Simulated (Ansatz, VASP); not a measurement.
## Si5Ge: VASP beside Ansatz

```
CELL_PARAMETERS angstrom
3.28828 0.00000 0.00000
0.00000 3.29014 0.00000
0.00000 0.00000 8.61096
ATOMIC_POSITIONS crystal
Si 0.00000 0.00000 0.84209
Si 0.50000 0.50000 0.00000
Si 0.00000 0.00000 0.15791
Si 0.50000 0.50000 0.30186
Si 0.50000 0.50000 0.69814
Ge 0.00000 0.00000 0.50000
```

Alike in both runs: functional PBE; k mesh 12 × 12 × 4; occupations gaussian, width 0.1 eV; no spin polarisation.

Ansatz relaxed the structure, and its values are those at the end. VASP's run is a single point on that final structure, the one shown.

```csv
,VASP,Ansatz
version,VASP 6.6.1,Ansatz 0.2.0
potentials or method,"VASP PAW PBE potentials, release 64 (Si, Ge_d), cutoff 520 eV","scalar-relativistic, plane waves, PAW"
valence electrons in the cell,34,34
```

|  | VASP | Ansatz | Ansatz less VASP |
| --- | --- | --- | --- |
| gap on the k mesh at the Fermi level (eV) | none | none | - |
| pressure (GPa) | 0.0 | 0.0 | +0.02 |

A gap of «none» marks a metal or a gap that the smearing closes.
